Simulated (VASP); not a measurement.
# P (P6_3/mmc) in VASP: a series of runs

Runs on P. Level: LDA. Tasks: single point, relaxation of cell and atoms.

All numbers are computed with VASP 6.6.1; they aren't measurements. Logs are shortened: lines on timing, memory, paths and dates and some standing lists are left out, and cuts for length are marked.

## 1. The cell of the first run

Symmetry: P6_3/mmc, No. 194, hexagonal system. Conventional cell: a = 2.686 Å, b = 2.686 Å, c = 4.460 Å, α = 90.00°, β = 90.00°, γ = 120.00°. P (site symmetry -6m2) has 12 P at 2.69 to 2.72 Å within 3.5 Å.

This isn't the form of P at room conditions, which is orthorhombic.

## 2. Single point, LDA

INCAR reads:

```
SYSTEM = P
ALGO     = Normal         ! electronic algorithm
EDIFF    = 1E-7           ! SCF threshold, eV
ENCUT    = 520            ! plane-wave cutoff, eV
ISIF     = 2              ! what is computed and relaxed
ISMEAR   = 0              ! smearing method
LASPH    = .TRUE.         ! aspherical terms in the spheres
LCHARG   = .TRUE.         ! write CHGCAR
LELF     = .TRUE.         ! ELF
LREAL    = .FALSE.        ! projectors in reciprocal space
LVHAR    = .TRUE.       
LWAVE    = .FALSE.        ! write WAVECAR
NBANDS   = 12             ! bands
NELM     = 100            ! most SCF steps
PREC     = Accurate       ! precision mode
SIGMA    = 0.05           ! smearing width, eV
```

KPOINTS reads:

```
k-points
0
G
  11 11 6
  0 0 0
```

POSCAR reads:

```
P
1.0
    2.6863706588      0.0000000000      0.0000000000
   -1.3431853294      2.3264652345      0.0000000000
    0.0000000000      0.0000000000      4.4596280238
P
2
Direct
    0.3333333333      0.6666666667      0.2500000000
    0.6666666667      0.3333333333      0.7500000000
```

Potentials or basis: VASP PAW LDA potentials, release 64 (P).

Command:

```
$ cat potpaw_LDA.64/P/POTCAR > POTCAR
$ mpirun -np 1 vasp_std > vasp.out
```

OUTCAR:

```text
SYSTEM = P
   EDIFF = 1E-7
   ENCUT = 520
   ISIF = 2
   ISMEAR = 0
   LASPH = .TRUE.
   LREAL = .FALSE.
   NELM = 100
   PREC = Accurate

 ion  position               nearest neighbor table
   1  0.333  0.667  0.250-   2 2.72   2 2.72   2 2.72   2 2.72   2 2.72   2 2.72
   2  0.667  0.333  0.750-   1 2.72   1 2.72   1 2.72   1 2.72   1 2.72   1 2.72

  LATTYP: Found a hexagonal cell.
 ALAT       =     2.6863706588
 C/A-ratio  =     1.6600940787

  Lattice vectors:

 A1 = (   2.6863706588,   0.0000000000,   0.0000000000)
 A2 = (  -1.3431853294,   2.3264652345,   0.0000000000)
 A3 = (   0.0000000000,   0.0000000000,   4.4596280238)

Analysis of symmetry for initial positions (statically):
=====================================================================
 Subroutine PRICEL returns:
 Original cell was already a primitive cell.

 Routine SETGRP: Setting up the symmetry group for a
 hexagonal supercell.

 Subroutine GETGRP returns: Found 24 space group operations
 (whereof 12 operations were pure point group operations)
 out of a pool of 24 trial point group operations.

The static configuration has the point symmetry D_3d.
 The point group associated with its full space group is D_6h.

Analysis of symmetry for dynamics (positions and initial velocities):
=====================================================================
 Subroutine PRICEL returns:
 Original cell was already a primitive cell.

 Routine SETGRP: Setting up the symmetry group for a
 hexagonal supercell.

 Subroutine GETGRP returns: Found 24 space group operations
 (whereof 12 operations were pure point group operations)
 out of a pool of 24 trial point group operations.

The dynamic configuration has the point symmetry D_3d.
 The point group associated with its full space group is D_6h.

 Subroutine INISYM returns: Found 24 space group operations
 (whereof 12 operations are pure point group operations),
 and found     1 'primitive' translations

----------------------------------------------------------------------------------------

                                     Primitive cell

  volume of cell :      27.8716

  direct lattice vectors                    reciprocal lattice vectors
     2.686370659  0.000000000  0.000000000     0.372249450  0.214918320  0.000000000
    -1.343185329  2.326465235  0.000000000     0.000000000  0.429836640  0.000000000
     0.000000000  0.000000000  4.459628024     0.000000000  0.000000000  0.224233948

  length of vectors
     2.686370659  2.686370659  4.459628024     0.429836640  0.429836640  0.224233948

  position of ions in fractional coordinates (direct lattice)
[... 85 lines left out ...]
   ISIF   =      2    stress and relaxation
   ISYM   =      2    0-nonsym 1-usesym 2-fastsym
   POTIM  = 0.5000    time-step for ionic-motion
   TEBEG  =    0.0;   TEEND  =   0.0 temperature during run
   PSTRESS=    0.0 pullay stress
   NELECT =      10.0000    total number of electrons
   NUPDOWN=      -1.0000    fix difference up-down
   EMIN   =  10.00;   EMAX   =-10.00  energy-range for DOS
   EFERMI =   0.00;   METHOD = LEGACY
   ISMEAR =     0;   SIGMA  =   0.05  broadening in eV -4-tet -1-fermi 0-gaus
   EFERMI_NEDOS =   21; number of points for ismear=-14 and -15
   IALGO  =     38    algorithm
   IMIX   =      4    mixing-type and parameters
     AMIX     =   0.40;   BMIX     =  1.00
     AMIX_MAG =   1.60;   BMIX_MAG =  1.00
  volume/ion in A,a.u.               =      13.94        94.04
  Fermi-wavevector in a.u.,A,eV,Ry     =   1.163289  2.198298 18.411979  1.353242
  Thomas-Fermi vector in A             =   2.299841
   LORBIT       =      0    0 simple, 1 ext, 2 COOP (PROOUT), +10 PAW based schemes
   GGA     = CA    functional components
   LHFCALC =     F    Hartree Fock is set to
   AEXX    =    0.0000 exact exchange contribution
   IVDW    =     0    specifies the selected vdW correction
   LEPSILON=     F    determine dielectric tensor
   LRPA    =     F    only Hartree local field effects (RPA)
 non-spin polarized calculation
 Gauss-broadening in eV      SIGMA  =   0.05
  energy-cutoff  :      520.00
  volume of cell :       27.87
 maximum number of plane-waves:       766
 NGX is ok and might be reduce to    20
   NGX =  9   NGY =  9   NGZ = 17

 number of electron      10.0000000 magnetization

 Free energy of the ion-electron system (eV)
  ---------------------------------------------------
  ext. energy  EPLUGINS =         0.00000000
  ---------------------------------------------------
  free energy    TOTEN  =       -10.72919972 eV

  energy without entropy =      -10.72905342  energy(sigma->0) =      -10.72912657

 E-fermi :  10.4071     XC(G=0): -11.7283

 val. band max:       10.3728719635   @ k =   0.1818  -0.0000   0.0000
 cond. band min:      10.5450801035   @ k =   0.1818  -0.0000   0.1667
 fundamental gap:      0.1722081400
 Fermi energy:        10.4070625285

 k-point     1 :       0.0000    0.0000    0.0000
  band No.  band energies     occupation
      1      -6.3726      2.00000
      2      -0.4812      2.00000
      3       1.9563      2.00000
      4      15.4534      0.00000
      5      15.4534      0.00000
      6      17.2311      0.00000
      7      17.2492      0.00000
      8      17.2492      0.00000
      9      21.2099      0.00000
     10      21.2901      0.00000
     11      22.2710      0.00000
     12      22.2710      0.00000
[... 331 lines left out ...]
 k-point    24 :       0.1818    0.0909    0.1667
  band No.  band energies     occupation
      1      -4.6869      2.00000
      2      -0.2450      2.00000
      3       4.8853      2.00000
      4       8.9982      2.00000
      5      11.2201      0.00000
      6      12.9052      0.00000
      7      14.8418      0.00000
      8      15.5751      0.00000
      9      19.2291      0.00000
     10      20.3021      0.00000
     11      21.5445      0.00000
     12      22.7819      0.00000

 [... further k-points ...]
[... 5 lines left out ...]
  --------------------------------------------------------------------------------------
  -------------------------------------------------------------------------------------
  Total       -0.0035820     -0.0035820     -0.0114582     -0.0000000     -0.0000000      0.0000000
  in kB       -0.2059092     -0.2059092     -0.6586690     -0.0000000     -0.0000000      0.0000000
  external PRESSURE =      -0.3568292 kB  Pullay stress =       0.0000000 kB

 VOLUME and BASIS-vectors are now :
 -----------------------------------------------------------------------------
  energy-cutoff  :      520.00
  volume of cell :       27.87
      direct lattice vectors                 reciprocal lattice vectors
     2.686370659  0.000000000  0.000000000     0.372249450  0.214918320  0.000000000
    -1.343185329  2.326465235  0.000000000     0.000000000  0.429836640  0.000000000
     0.000000000  0.000000000  4.459628024     0.000000000  0.000000000  0.224233948

 POSITION                                       TOTAL-FORCE (eV/Angst)
 -----------------------------------------------------------------------------------
     -0.00000      1.55098      1.11491         0.000000      0.000000      0.000000
      1.34319      0.77549      3.34472        -0.000000     -0.000000      0.000000
 -----------------------------------------------------------------------------------
    total drift:                               -0.000000      0.000000     -0.000000

  FREE ENERGIE OF THE ION-ELECTRON SYSTEM (eV)
  ---------------------------------------------------
  free  energy   TOTEN  =       -10.7291997226 eV

  energy  without entropy=      -10.7290534218  energy(sigma->0) =      -10.72912657
```

Wall time 22 s (1 thread of Intel Xeon 8259CL, shared host); peak memory 0.13 GiB.

What came out:

```
Free energy            : -10.7292 eV
Pressure               : 0.0 GPa
Band gap on the k mesh : zero (bands 5 and 6 overlap by 10.34 eV)
```

## 3. Single point, LDA

INCAR reads:

```
ALGO = Normal
EDIFF = 1E-7
ENCUT = 520
ISIF = 2
ISMEAR = 0
LASPH = True
LCHARG = False
LREAL = False
LWAVE = False
NBANDS = 12
NELM = 60
PREC = Accurate
SIGMA = 0.05
```

KPOINTS reads:

```
k-points
0
Gamma
  11 11 6
```

POSCAR is that of step 2.

Potentials or basis: VASP PAW LDA potentials, release 64 (P).

Command:

```
$ cat potpaw_LDA.64/P/POTCAR > POTCAR
$ mpirun -np 1 vasp_std > vasp.out
```

It took 20 s on 1 thread of Intel Xeon 8259CL, shared host; peak memory 0.13 GiB.

The run converged. Its results:

| Property | Result |
| --- | --- |
| Free energy | -10.7292 eV |
| Pressure | 0.0 GPa |
| Band gap on the k mesh | zero (bands 5 and 6 overlap by 10.34 eV) |

Levels at points of the mesh, in eV from the Fermi level:
```
           k point  band 2  band 3  band 4  band 5  band 6  band 7  band 8  band 9
(0.00, 0.00, 0.00)  -10.89   -8.45    5.05    5.05    6.82    6.84    6.84   10.80
(0.00, 0.00, 0.50)  -15.03   -1.22   -1.22    6.03    6.03    6.03    6.03   11.27
```

## 4. Single point, LDA

This run uses another cell than the first one, of 14.21 Å³/atom.

INCAR reads:

```
PREC = Accurate ; ENCUT = 520
EDIFF = 1E-6 ; ISMEAR = 0
SIGMA = 0.05 ; LREAL = False
LASPH = True ; NELM = 100
ALGO = Normal ; ISIF = 2
LWAVE = False ; LCHARG = False
NBANDS = 12
```

KPOINTS reads:

```
regular mesh
0
Gamma
  11 11 6
```

POSCAR reads:

```
P
1.0
    2.7041617115      0.0000000000      0.0000000000
   -1.3520808557      2.3418727381      0.0000000000
    0.0000000000      0.0000000000      4.4891628449
P
2
Direct
    0.3333333333      0.6666666667      0.2500000000
    0.6666666667      0.3333333333      0.7500000000
```

Command:

```
$ cat potpaw_LDA.64/P/POTCAR > POTCAR
$ mpirun -np 1 vasp_std > vasp.out
```

Run time: 18 s. Hardware: 1 thread of Intel Xeon 8259CL, shared host; peak memory 0.13 GiB.

The run converged. Its results:

| Quantity | Value |
| --- | --- |
| Free energy | -10.7255 eV |
| Pressure | -2.2 GPa |
| Band gap on the k mesh | zero (bands 5 and 6 overlap by 10.09 eV) |

Levels at points of the mesh, in eV from the Fermi level:
```
           k point  band 1  band 2  band 3  band 4  band 5  band 6  band 7  band 8  band 9  band 10
(0.00, 0.00, 0.00)  -16.56  -10.80   -8.27    4.93    4.93    6.65    6.69    6.69   10.67    10.86
(0.00, 0.00, 0.50)  -14.84  -14.84   -1.20   -1.20    5.89    5.89    5.89    5.89   11.24    11.24
```

## 5. Relaxation of cell and atoms, LDA

This run uses another cell than the first one, of 14.71 Å³/atom.

INCAR reads:

```
SYSTEM = P
ALGO = Normal ; EDIFF = 1E-6
EDIFFG = -0.01 ; ENCUT = 600
IBRION = 2 ; ISIF = 3
ISMEAR = 0 ; LASPH = .True.
LCHARG = .False. ; LREAL = .False.
LWAVE = .False. ; NELM = 60
NSW = 80 ; PREC = Accurate
SIGMA = 0.05
```

KPOINTS reads:

```
k-points
0
Gamma
  11 11 6
  0 0 0
```

POSCAR reads:

```
P
1.0
    2.7500000000      0.0000000000      0.0000000000
   -1.3750000000      2.3815698604      0.0000000000
    0.0000000000      0.0000000000      4.4907500000
P
2
Direct
    0.3333333333      0.6666666667      0.2500000000
    0.6666666667      0.3333333333      0.7500000000
```

Potentials or basis: VASP PAW LDA potentials, release 64 (P).

Command:

```
$ cat potpaw_LDA.64/P/POTCAR > POTCAR
$ mpirun -np 1 vasp_std > vasp.out
```

OUTCAR:

```text
SYSTEM = P
   EDIFF = 1E-6
   EDIFFG = -0.01
   ENCUT = 600
   IBRION = 2
   ISIF = 3
   ISMEAR = 0
   LASPH = .True.
   LREAL = .False.
   NELM = 60
   NSW = 80
   PREC = Accurate

 ion  position               nearest neighbor table
   1  0.333  0.667  0.250-   2 2.75   2 2.75   2 2.75   2 2.75   2 2.75   2 2.75
   2  0.667  0.333  0.750-   1 2.75   1 2.75   1 2.75   1 2.75   1 2.75   1 2.75

  LATTYP: Found a hexagonal cell.
 ALAT       =     2.7500000000
 C/A-ratio  =     1.6330000000

  Lattice vectors:

 A1 = (   2.7500000000,   0.0000000000,   0.0000000000)
 A2 = (  -1.3750000000,   2.3815698604,   0.0000000000)
 A3 = (   0.0000000000,   0.0000000000,   4.4907500000)

Analysis of symmetry for initial positions (statically):
=====================================================================
 Subroutine PRICEL returns:
 Original cell was already a primitive cell.

 Routine SETGRP: Setting up the symmetry group for a
 hexagonal supercell.

 Subroutine GETGRP returns: Found 24 space group operations
 (whereof 12 operations were pure point group operations)
 out of a pool of 24 trial point group operations.

The static configuration has the point symmetry D_3d.
 The point group associated with its full space group is D_6h.

Analysis of symmetry for dynamics (positions and initial velocities):
=====================================================================
 Subroutine PRICEL returns:
 Original cell was already a primitive cell.

 Routine SETGRP: Setting up the symmetry group for a
 hexagonal supercell.

 Subroutine GETGRP returns: Found 24 space group operations
 (whereof 12 operations were pure point group operations)
 out of a pool of 24 trial point group operations.

The dynamic configuration has the point symmetry D_3d.
 The point group associated with its full space group is D_6h.

 Subroutine INISYM returns: Found 24 space group operations
 (whereof 12 operations are pure point group operations),
 and found     1 'primitive' translations

----------------------------------------------------------------------------------------

                                     Primitive cell

  volume of cell :      29.4113

[... 100 lines left out ...]
   NUPDOWN=      -1.0000    fix difference up-down
   EMIN   =  10.00;   EMAX   =-10.00  energy-range for DOS
   EFERMI =   0.00;   METHOD = LEGACY
   ISMEAR =     0;   SIGMA  =   0.05  broadening in eV -4-tet -1-fermi 0-gaus
   EFERMI_NEDOS =   21; number of points for ismear=-14 and -15
   IALGO  =     38    algorithm
   IMIX   =      4    mixing-type and parameters
     AMIX     =   0.40;   BMIX     =  1.00
     AMIX_MAG =   1.60;   BMIX_MAG =  1.00
  volume/ion in A,a.u.               =      14.71        99.24
  Fermi-wavevector in a.u.,A,eV,Ry     =   1.142624  2.159246 17.763613  1.305589
  Thomas-Fermi vector in A             =   2.279321
   LORBIT       =      0    0 simple, 1 ext, 2 COOP (PROOUT), +10 PAW based schemes
   GGA     = CA    functional components
   LHFCALC =     F    Hartree Fock is set to
   AEXX    =    0.0000 exact exchange contribution
   IVDW    =     0    specifies the selected vdW correction
   LEPSILON=     F    determine dielectric tensor
   LRPA    =     F    only Hartree local field effects (RPA)
 conjugate gradient relaxation of ions
 non-spin polarized calculation
 Gauss-broadening in eV      SIGMA  =   0.05
  energy-cutoff  :      600.00
  volume of cell :       29.41
 maximum number of plane-waves:      1008
 NGX is ok and might be reduce to    24
   NGX = 11   NGY = 11   NGZ = 17

--------------------------------------- Ionic step        1  -------------------------------------------

 number of electron      10.0000000 magnetization

 number of electron       9.9999999 magnetization

 Free energy of the ion-electron system (eV)
  ---------------------------------------------------
  ext. energy  EPLUGINS =         0.00000000
  ---------------------------------------------------
  free energy    TOTEN  =       -10.69847476 eV

  energy without entropy =      -10.69813236  energy(sigma->0) =      -10.69830356

 E-fermi :   9.5065     XC(G=0): -11.4987

 val. band max:        9.4651898389   @ k =   0.2727   0.1818   0.0000
 cond. band min:       9.5685368212   @ k =   0.1818   0.0000   0.1667
 fundamental gap:      0.1033469823
 Fermi energy:         9.5065081016

 k-point     1 :       0.0000    0.0000    0.0000
  band No.  band energies     occupation
      1      -6.5944      2.00000
      2      -0.8471      2.00000
      3       1.6610      2.00000
      4      14.1017      0.00000
      5      14.1017      0.00000
      6      15.8802      0.00000
      7      15.8802      0.00000
      8      16.2416      0.00000
      9      19.7749      0.00000
[... 419 lines left out ...]
--------------------------------------- Ionic step        5  -------------------------------------------

 number of electron      10.0000000 magnetization

 Free energy of the ion-electron system (eV)
  ---------------------------------------------------
  ext. energy  EPLUGINS =         0.00000000
  ---------------------------------------------------
  free energy    TOTEN  =       -10.72956152 eV

  energy without entropy =      -10.72941521  energy(sigma->0) =      -10.72948836

 E-fermi :  10.4075     XC(G=0): -11.7302

 val. band max:       10.3732847337   @ k =   0.1818   0.0000   0.0000
 cond. band min:      10.5457431540   @ k =   0.1818   0.0000   0.1667
 fundamental gap:      0.1724584203
 Fermi energy:        10.4074771305

 k-point     1 :       0.0000    0.0000    0.0000
  band No.  band energies     occupation
      1      -6.3707      2.00000
      2      -0.4683      2.00000
      3       1.9606      2.00000
      4      15.4538      0.00000
      5      15.4538      0.00000
      6      17.2521      0.00000
      7      17.2530      0.00000
      8      17.2530      0.00000
      9      21.2088      0.00000
[... 305 lines left out ...]
  FREE ENERGIE OF THE ION-ELECTRON SYSTEM (eV)
  ---------------------------------------------------
  free  energy   TOTEN  =       -10.7295615193 eV

  energy  without entropy=      -10.7294152066  energy(sigma->0) =      -10.72948836

 reached required accuracy - stopping structural energy minimisation
```

OSZICAR:

```text
N       E                     dE             d eps       ncg     rms          rms(c)
DAV:   1     0.231642825837E+02    0.23164E+02   -0.51596E+03  1152   0.109E+03
DAV:   2    -0.976562237484E+01   -0.32930E+02   -0.31578E+02  1858   0.128E+02
DAV:   3    -0.107113552280E+02   -0.94573E+00   -0.92719E+00  1412   0.239E+01
[... 30 lines left out ...]
       N       E                     dE             d eps       ncg     rms          rms(c)
DAV:   1    -0.107295801389E+02   -0.56835E-04   -0.16623E-03  1194   0.258E-01    0.230E-02
DAV:   2    -0.107295686567E+02    0.11482E-04   -0.47605E-05  1312   0.570E-02    0.130E-02
DAV:   3    -0.107295614670E+02    0.71896E-05   -0.18276E-05  1293   0.263E-02    0.173E-03
DAV:   4    -0.107295615193E+02   -0.52249E-07   -0.82012E-07   616   0.755E-03
   5 F= -.10729562E+02 E0= -.10729488E+02  d E =-.443069E-03
```

CONTCAR:

```text
P
   1.00000000000000
     2.6865006136384064    0.0000000000000000    0.0000000000000000
    -1.3432503068192032    2.3265777786866346    0.0000000000000000
     0.0000000000000000   -0.0000000000000000    4.4572714074764646
  P
     2
Direct
     0.3333333332999970    0.6666666667000030    0.2500000000000000
     0.6666666667000030    0.3333333332999970    0.7500000000000000

  0.00000000E+00  0.00000000E+00  0.00000000E+00
  0.00000000E+00  0.00000000E+00  0.00000000E+00
```

It took 45 s on 1 thread of Intel Xeon 8259CL, shared host; peak memory 0.14 GiB.

What came out:

```yaml
Free_energy: -10.7296 eV
Relaxed_volume: 13.93 Å³/atom
Relaxed_cell: a = 2.687 Å, b = 2.687 Å, c = 4.457 Å, α = 90.00°, β = 90.00°, γ = 120.00°
Space_group_after_relaxing_to_0.1_Å: P6_3/mmc (No. 194)
Energy_gained_by_relaxing: 15.5 meV/atom
Ionic_steps: 5
Pressure_after_relaxing: 0.0 GPa
Band_gap_on_the_k_mesh: zero (bands 5 and 6 overlap by 10.34 eV)
```

Step by step:
```csv
step,energy change (eV),largest force (eV/Å),pressure (GPa),volume (Å³)
1,0.0000,0.0000,-5.57,29.41
2,-0.0267,0.0000,2.43,27.29
3,-0.0306,0.0000,0.14,27.82
4,-0.0310,0.0000,0.05,27.85
5,-0.0311,0.0000,0.02,27.86
```

Final structure:
```
CELL_PARAMETERS angstrom
2.68650 0.00000 0.00000
-1.34325 2.32658 0.00000
0.00000 0.00000 4.45727
ATOMIC_POSITIONS crystal
P 0.33333 0.66667 0.25000
P 0.66667 0.33333 0.75000
```

## 6. Summary

| task | cell | cutoff (eV) | gap on the mesh (eV) | pressure (GPa) |
| --- | --- | --- | --- | --- |
| single point | a = 2.686, b = 2.686, c = 4.460 Å, angles 90.0, 90.0, 120.0°, 2 atoms | 520 | none | 0.0 |
| single point | a = 2.704, b = 2.704, c = 4.489 Å, angles 90.0, 90.0, 120.0°, 2 atoms | 520 | none | -2.2 |
| relaxation of cell and atoms | relaxed from a = 2.750, b = 2.750, c = 4.491 Å, angles 90.0, 90.0, 120.0°, 2 atoms | 600 | none | 0.0 |

Alike in all rows: level LDA; potentials or basis VASP PAW LDA potentials, release 64 (P); no spin polarisation; k mesh 11 × 11 × 6; smearing gaussian 0.05 eV.

Total energies depend on the potentials used, so only differences within one code and one set of settings carry meaning.
